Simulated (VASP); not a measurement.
# TePb (I4mm) in VASP: a series of runs

Runs on TePb. Level: PBE. Tasks: single point.

Program: VASP 6.6.1. These are calculated values, not measurements. Logs are shortened: lines on timing, memory, paths and dates and some standing lists are left out, and cuts for length are marked.

### Step 1. The cell of the first run

The structure is tetragonal, space group I4mm (No. 107). Conventional cell: a = 4.564 Å, b = 4.564 Å, c = 6.454 Å, α = 90.00°, β = 90.00°, γ = 90.00°. Within 3.9 Å of Te (site symmetry 4mm) lie 6 Pb at 2.96 to 3.49 Å. Pb (site symmetry 4mm) has 6 Te at 2.96 to 3.49 Å within 3.9 Å.

### Step 2. Single point, PBE (all Pb atoms moved +0.263 Å, as atom 2 along Cartesian [0 1 0])

INCAR reads:

```
  ALGO = Normal
  EDIFF = 1E-7
  ENCUT = 520
  GGA = PE
  ISIF = 2
  ISMEAR = 0
  LASPH = T
  LCHARG = F
  LREAL = F
  LWAVE = F
  NBANDS = 17
  NELM = 60
  PREC = Accurate
  SIGMA = 0.05
```

KPOINTS reads:

```
k-points
0
Gamma
  8 8 8
```

POSCAR reads:

```
TePb
1.0
    0.0000000000      3.2270000000      3.2270000000
    3.2270000000      0.0000000000      3.2270000000
    3.2270000000      3.2270000000      0.0000000000
Te Pb
1 1
Direct
    0.5000000000      0.5000000000      0.5000000000
    0.0406724512     -0.0406724512      0.0406724512
```

Potentials or basis: VASP PAW PBE potentials, release 64 (Te, Pb_d).

Launch:

```sh
$ cat potpaw_PBE.64/Te/POTCAR potpaw_PBE.64/Pb_d/POTCAR > POTCAR
$ mpirun -np 1 vasp_std > vasp.out
```

OUTCAR:

```text
EDIFF = 1E-7
   ENCUT = 520
   GGA = PE
   ISIF = 2
   ISMEAR = 0
   LASPH = T
   LREAL = F
   NELM = 60
   PREC = Accurate

 ion  position               nearest neighbor table
   1  0.500  0.500  0.500-   2 2.96   2 3.24   2 3.24   2 3.24   2 3.24   2 3.49
   2  0.041  0.959  0.041-   1 2.96   1 3.24   1 3.24   1 3.24   1 3.24   1 3.49

  LATTYP: Found a face centered cubic cell.
 ALAT       =     6.4540000000

  Lattice vectors:

 A1 = (   0.0000000000,   3.2270000000,   3.2270000000)
 A2 = (   3.2270000000,   0.0000000000,   3.2270000000)
 A3 = (   3.2270000000,   3.2270000000,   0.0000000000)

Analysis of symmetry for initial positions (statically):
=====================================================================
 Subroutine PRICEL returns:
 Original cell was already a primitive cell.

 Routine SETGRP: Setting up the symmetry group for a
 face centered cubic supercell.

 Subroutine GETGRP returns: Found  8 space group operations
 (whereof  8 operations were pure point group operations)
 out of a pool of 48 trial point group operations.

The static configuration has the point symmetry C_4v.

Analysis of symmetry for dynamics (positions and initial velocities):
=====================================================================
 Subroutine PRICEL returns:
 Original cell was already a primitive cell.

 Routine SETGRP: Setting up the symmetry group for a
 face centered cubic supercell.

 Subroutine GETGRP returns: Found  8 space group operations
 (whereof  8 operations were pure point group operations)
 out of a pool of 48 trial point group operations.

The dynamic configuration has the point symmetry C_4v.

 Subroutine INISYM returns: Found  8 space group operations
 (whereof  8 operations are pure point group operations),
 and found     1 'primitive' translations

----------------------------------------------------------------------------------------

                                     Primitive cell

  volume of cell :      67.2089

  direct lattice vectors                    reciprocal lattice vectors
     0.000000000  3.227000000  3.227000000    -0.154942671  0.154942671  0.154942671
     3.227000000  0.000000000  3.227000000     0.154942671 -0.154942671  0.154942671
     3.227000000  3.227000000  0.000000000     0.154942671  0.154942671 -0.154942671

  length of vectors
     4.563667166  4.563667166  4.563667166     0.268368579  0.268368579  0.268368579

  position of ions in fractional coordinates (direct lattice)
     0.500000000  0.500000000  0.500000000
     0.040672451  0.959327549  0.040672451

  ion indices of the primitive-cell ions
   primitive index   ion index
                 1           1
                 2           2

----------------------------------------------------------------------------------------

 KPOINTS: k-points

Automatic generation of k-mesh.
 Grid dimensions read from file:
 generate k-points for:    8    8    8

 Generating k-lattice:

  Cartesian coordinates                     Fractional coordinates (reciprocal lattice)
    -0.019367834  0.019367834  0.019367834     0.125000000  0.000000000  0.000000000
     0.019367834 -0.019367834  0.019367834     0.000000000  0.125000000  0.000000000
     0.019367834  0.019367834 -0.019367834     0.000000000  0.000000000  0.125000000

  Length of vectors
     0.033546072  0.033546072  0.033546072

  Shift w.r.t. Gamma in fractional coordinates (k-lattice)
     0.000000000  0.000000000  0.000000000

 Subroutine IBZKPT returns following result:
 ===========================================

 Found     59 irreducible k-points:

 Following reciprocal coordinates:
            Coordinates               Weight
  0.000000  0.000000  0.000000      1.000000
  0.125000  0.000000  0.000000      8.000000
  0.250000  0.000000  0.000000      8.000000
  0.375000  0.000000  0.000000      8.000000
  0.500000  0.000000  0.000000      4.000000
  0.125000  0.125000  0.000000      4.000000
[... 16 lines left out ...]
  0.250000  0.000000  0.375000      8.000000
  0.500000  0.250000  0.000000     16.000000
 [... further k-points ...]
   k-points           NKPTS =     59   k-points in BZ     NKDIM =     59   number of bands    NBANDS=     17
   number of dos      NEDOS =    301   number of ions     NIONS =      2
   total plane-waves  NPLWV =  46656
   dimension x,y,z NGX =    36 NGY =   36 NGZ =   36
   dimension x,y,z NGXF=    72 NGYF=   72 NGZF=   72
   ions per type =               1   1
   NGX,Y,Z   is equivalent  to a cutoff of  13.11, 13.11, 13.11 a.u.
   NGXF,Y,Z  is equivalent  to a cutoff of  26.23, 26.23, 26.23 a.u.
 SYSTEM =  unknown system
   PREC   = accura    normal or accurate (medium, high low for compatibility)
   ISTART =      0    job   : 0-new  1-cont  2-samecut
   ICHARG =      2    charge: 1-file 2-atom 10-const
   ISPIN  =      1    spin polarized calculation?
   LNONCOLLINEAR =      F non collinear calculations
   LSORBIT =      F    spin-orbit coupling
   LASPH  =      T    aspherical Exc in radial PAW
   ENCUT  =  520.0 eV  38.22 Ry    6.18 a.u.   8.49  8.49  8.49*2*pi/ulx,y,z
   NELM   =     60;   NELMIN=  2; NELMDL= -5     # of ELM steps
   EDIFF  = 0.1E-06   stopping-criterion for ELM
   LREAL  =      F    real-space projection
   EDIFFG = 0.1E-05   stopping-criterion for IOM
   NSW    =      0    number of steps for IOM
   IBRION =     -1    ionic relax: 0-MD 1-quasi-New 2-CG
   NFREE  =      0    steps in history (QN), initial steepest desc. (CG)
   ISIF   =      2    stress and relaxation
   ISYM   =      2    0-nonsym 1-usesym 2-fastsym
   POTIM  = 0.5000    time-step for ionic-motion
   TEBEG  =    0.0;   TEEND  =   0.0 temperature during run
   PSTRESS=    0.0 pullay stress
   NELECT =      20.0000    total number of electrons
   NUPDOWN=      -1.0000    fix difference up-down
   EMIN   =  10.00;   EMAX   =-10.00  energy-range for DOS
   EFERMI =   0.00;   METHOD = LEGACY
   ISMEAR =     0;   SIGMA  =   0.05  broadening in eV -4-tet -1-fermi 0-gaus
   EFERMI_NEDOS =   21; number of points for ismear=-14 and -15
   IALGO  =     38    algorithm
   IMIX   =      4    mixing-type and parameters
     AMIX     =   0.40;   BMIX     =  1.00
     AMIX_MAG =   1.60;   BMIX_MAG =  1.00
  volume/ion in A,a.u.               =      33.60       226.77
  Fermi-wavevector in a.u.,A,eV,Ry     =   1.092972  2.065418 16.253366  1.194589
  Thomas-Fermi vector in A             =   2.229249
   LORBIT       =      0    0 simple, 1 ext, 2 COOP (PROOUT), +10 PAW based schemes
   GGA     = PE    functional components
   LHFCALC =     F    Hartree Fock is set to
   AEXX    =    0.0000 exact exchange contribution
   IVDW    =     0    specifies the selected vdW correction
   LEPSILON=     F    determine dielectric tensor
   LRPA    =     F    only Hartree local field effects (RPA)
 non-spin polarized calculation
 Gauss-broadening in eV      SIGMA  =   0.05
  energy-cutoff  :      520.00
  volume of cell :       67.21
 maximum number of plane-waves:      1837
 NGX is ok and might be reduce to    36
   NGX = 17   NGY = 17   NGZ = 17

 number of electron      20.0000002 magnetization

 Free energy of the ion-electron system (eV)
  ---------------------------------------------------
  ext. energy  EPLUGINS =         0.00000000
  ---------------------------------------------------
  free energy    TOTEN  =        -7.45703894 eV

  energy without entropy =       -7.45703894  energy(sigma->0) =       -7.45703894

 E-fermi :   5.8140     XC(G=0):  -9.3028

 val. band max:        5.5413040246   @ k =   0.1250   0.0000  -0.2500
 cond. band min:       6.5845997090   @ k =   0.5000   0.0000   0.0000
 fundamental gap:      1.0432956844
 Fermi energy:         5.8139849520

 k-point     1 :       0.0000    0.0000    0.0000
  band No.  band energies     occupation
      1     -11.0202      2.00000
      2     -11.0178      2.00000
      3     -11.0094      2.00000
      4     -11.0004      2.00000
      5     -11.0004      2.00000
      6      -6.4461      2.00000
[... 9 lines left out ...]
     16      11.7683      0.00000
     17      13.0082      0.00000

 k-point     2 :       0.1250    0.0000    0.0000
  band No.  band energies     occupation
      1     -11.0226      2.00000
      2     -11.0195      2.00000
      3     -11.0080      2.00000
      4     -10.9992      2.00000
      5     -10.9981      2.00000
      6      -6.3121      2.00000
[... 9 lines left out ...]
     16      11.8873      0.00000
     17      14.0314      0.00000

 k-point     3 :       0.2500    0.0000    0.0000
  band No.  band energies     occupation
      1     -11.0291      2.00000
      2     -11.0244      2.00000
      3     -11.0049      2.00000
      4     -10.9951      2.00000
      5     -10.9919      2.00000
      6      -5.9282      2.00000
[... 9 lines left out ...]
     16      12.5683      0.00000
     17      15.9423      0.00000

 k-point     4 :       0.3750    0.0000    0.0000
  band No.  band energies     occupation
      1     -11.0358      2.00000
      2     -11.0297      2.00000
      3     -11.0032      2.00000
      4     -10.9897      2.00000
      5     -10.9853      2.00000
      6      -5.3832      2.00000
[... 9 lines left out ...]
     16      13.7617      0.00000
     17      16.4733      0.00000

 k-point     5 :       0.5000    0.0000    0.0000
  band No.  band energies     occupation
      1     -11.0385      2.00000
      2     -11.0319      2.00000
      3     -11.0027      2.00000
      4     -10.9871      2.00000
      5     -10.9825      2.00000
      6      -5.0392      2.00000
[... 9 lines left out ...]
     16      14.9135      0.00000
     17      15.1203      0.00000

 k-point     6 :       0.1250    0.1250    0.0000
  band No.  band energies     occupation
      1     -11.0259      2.00000
      2     -11.0175      2.00000
      3     -11.0059      2.00000
      4     -11.0019      2.00000
      5     -10.9964      2.00000
      6      -6.2691      2.00000
[... 9 lines left out ...]
     16      12.3233      0.00000
     17      13.5506      0.00000

 k-point     7 :       0.1250    0.0000    0.1250
  band No.  band energies     occupation
      1     -11.0274      2.00000
      2     -11.0161      2.00000
      3     -11.0109      2.00000
      4     -10.9966      2.00000
      5     -10.9966      2.00000
      6      -6.2641      2.00000
[... 9 lines left out ...]
     16      12.4753      0.00000
     17      13.6218      0.00000

 k-point     8 :       0.2500    0.1250    0.0000
  band No.  band energies     occupation
      1     -11.0338      2.00000
      2     -11.0191      2.00000
      3     -11.0028      2.00000
      4     -10.9998      2.00000
      5     -10.9913      2.00000
      6      -5.9707      2.00000
[... 9 lines left out ...]
     16      13.0861      0.00000
     17      14.6775      0.00000
[... 203 lines left out ...]
      1     -11.0249      2.00000
      2     -11.0242      2.00000
      3     -11.0023      2.00000
      4     -10.9992      2.00000
      5     -10.9959      2.00000
      6      -6.0969      2.00000
[... 9 lines left out ...]
     16      12.9211      0.00000
     17      13.9023      0.00000

 k-point    20 :       0.2500    0.2500    0.0000
  band No.  band energies     occupation
      1     -11.0467      2.00000
      2     -11.0135      2.00000
      3     -11.0056      2.00000
      4     -10.9967      2.00000
      5     -10.9868      2.00000
      6      -5.7705      2.00000
[... 9 lines left out ...]
     16      14.1393      0.00000
     17      14.1439      0.00000

 k-point    21 :       0.2500    0.0000    0.2500
  band No.  band energies     occupation
      1     -11.0491      2.00000
      2     -11.0145      2.00000
      3     -11.0121      2.00000
      4     -10.9871      2.00000
      5     -10.9871      2.00000
      6      -5.7450      2.00000
[... 9 lines left out ...]
     16      14.2055      0.00000
     17      14.2188      0.00000

 k-point    22 :       0.3750    0.2500    0.0000
  band No.  band energies     occupation
      1     -11.0573      2.00000
      2     -11.0149      2.00000
      3     -11.0051      2.00000
      4     -10.9919      2.00000
      5     -10.9819      2.00000
      6      -5.3755      2.00000
[... 9 lines left out ...]
     16      14.9586      0.00000
     17      15.4352      0.00000

 k-point    23 :       0.2500    0.0000    0.3750
  band No.  band energies     occupation
      1     -11.0602      2.00000
      2     -11.0142      2.00000
      3     -11.0131      2.00000
      4     -10.9830      2.00000
      5     -10.9814      2.00000
      6      -5.3322      2.00000
[... 9 lines left out ...]
     16      15.0149      0.00000
     17      15.5643      0.00000

 k-point    24 :       0.5000    0.2500    0.0000
  band No.  band energies     occupation
      1     -11.0598      2.00000
      2     -11.0203      2.00000
      3     -11.0004      2.00000
      4     -10.9907      2.00000
      5     -10.9801      2.00000
      6      -4.9378      2.00000
[... 9 lines left out ...]
     16      15.3183      0.00000
     17      16.0889      0.00000

 [... further k-points ...]

------------------------ aborting loop because EDIFF is reached ----------------------------------------

  FORCE on cell =-STRESS in cart. coord.  units (eV):
  Direction    XX          YY          ZZ          XY          YZ          ZX
  --------------------------------------------------------------------------------------
  -------------------------------------------------------------------------------------
  Total        0.9266593      2.1124577      0.9266593     -0.0000000      0.0000000     -0.0000000
  in kB       22.0904096     50.3583764     22.0904096     -0.0000000      0.0000000     -0.0000000
  external PRESSURE =      31.5130652 kB  Pullay stress =       0.0000000 kB

 VOLUME and BASIS-vectors are now :
 -----------------------------------------------------------------------------
  energy-cutoff  :      520.00
  volume of cell :       67.21
      direct lattice vectors                 reciprocal lattice vectors
     0.000000000  3.227000000  3.227000000    -0.154942671  0.154942671  0.154942671
     3.227000000  0.000000000  3.227000000     0.154942671 -0.154942671  0.154942671
     3.227000000  3.227000000  0.000000000     0.154942671  0.154942671 -0.154942671

 POSITION                                       TOTAL-FORCE (eV/Angst)
 -----------------------------------------------------------------------------------
      3.22700      3.22700      3.22700         0.000000      0.437955      0.000000
      3.22700      0.26250      3.22700         0.000000     -0.437955      0.000000
 -----------------------------------------------------------------------------------
    total drift:                               -0.000000      0.000318     -0.000000

  FREE ENERGIE OF THE ION-ELECTRON SYSTEM (eV)
  ---------------------------------------------------
  free  energy   TOTEN  =        -7.4570389394 eV

  energy  without entropy=       -7.4570389394  energy(sigma->0) =       -7.45703894
```

Run time: 84 s. Hardware: 1 thread of Intel Xeon 8259CL, shared host; peak memory 0.24 GiB.

Results:

```yaml
Free_energy: -7.4570 eV
Pressure: 3.2 GPa
Largest_force: 0.438 eV/Å
Band_gap_on_the_k_mesh: 1.04 eV (least direct gap 1.05 eV)
```

Forces on the atoms (eV/Å):
```
Te   0.000  0.438  0.000
Pb   0.000 -0.438  0.000
```

Caveat: the cell differs from its parent crystal (all Pb atoms moved +0.263 Å, as atom 2 along Cartesian [0 1 0]); the cell stands under pressure; spin-orbit coupling is left out, which moves the levels of the heavy elements. A k mesh can miss the band edges.

### Step 3. Single point, PBE (all Pb atoms moved +0.188 Å, as atom 2 along Cartesian [0 1 0])

INCAR reads:

```
ALGO     = Normal         # electronic algorithm
EDIFF    = 1E-7           # SCF threshold, eV
ENCUT    = 520            # plane-wave cutoff, eV
GGA      = PE             # functional
ISIF     = 2              # what is computed and relaxed
ISMEAR   = 0              # smearing method
LASPH    = True           # aspherical terms in the spheres
LCHARG   = False          # write CHGCAR
LREAL    = False          # projectors in reciprocal space
LWAVE    = False          # write WAVECAR
NBANDS   = 17             # bands
NELM     = 100            # most SCF steps
PREC     = Accurate       # precision mode
SIGMA    = 0.05           # smearing width, eV
```

KPOINTS is that of step 2.

Changes to POSCAR since step 2:

```diff
@@ -9,2 +9,2 @@
     0.5000000000      0.5000000000      0.5000000000
-    0.0406724512     -0.0406724512      0.0406724512
+    0.0290517509     -0.0290517509      0.0290517509
```

Potentials or basis: VASP PAW PBE potentials, release 64 (Te, Pb_d).

Launch:

```sh
$ cat potpaw_PBE.64/Te/POTCAR potpaw_PBE.64/Pb_d/POTCAR > POTCAR
$ mpirun -np 1 vasp_std > vasp.out
```

It took 97 s on 1 thread of Intel Xeon 8259CL, shared host; peak memory 0.24 GiB.

Results (log left out):

```yaml
Free_energy: -7.4813 eV
Pressure: 2.7 GPa
Largest_force: 0.226 eV/Å
Band_gap_on_the_k_mesh: 0.91 eV
```

Forces on the atoms (eV/Å):
```
Te   0.000  0.226  0.000
Pb   0.000 -0.226  0.000
```

Stress tensor (GPa, compression positive):
```
2.24 0.00 0.00
0.00 3.65 0.00
0.00 0.00 2.24
```

Levels at points of the mesh, in eV from the valence-band top:
```
           k point  band 6  band 7  band 8  band 9  band 10  band 11  band 12  band 13  band 14  band 15
(0.00, 0.00, 0.00)  -12.01   -5.48   -1.35   -1.26    -1.26     3.97     3.97     4.22     5.87     6.03
(0.50, 0.00, 0.00)  -10.59   -8.49   -0.98   -0.85     0.00     0.91     1.37     1.53     8.35     9.31
(0.50, 0.50, 0.00)  -10.33   -7.20   -4.45   -2.74    -2.72     3.15     5.66     5.74     6.79    10.15
(0.50, 0.00, 0.50)  -10.27   -7.38   -4.31   -2.75    -2.75     3.35     5.58     5.58     6.89    10.16
```

Caveat: the cell differs from its parent crystal (all Pb atoms moved +0.188 Å, as atom 2 along Cartesian [0 1 0]); spin-orbit coupling is left out, which moves the levels of the heavy elements. A k mesh can miss the band edges.
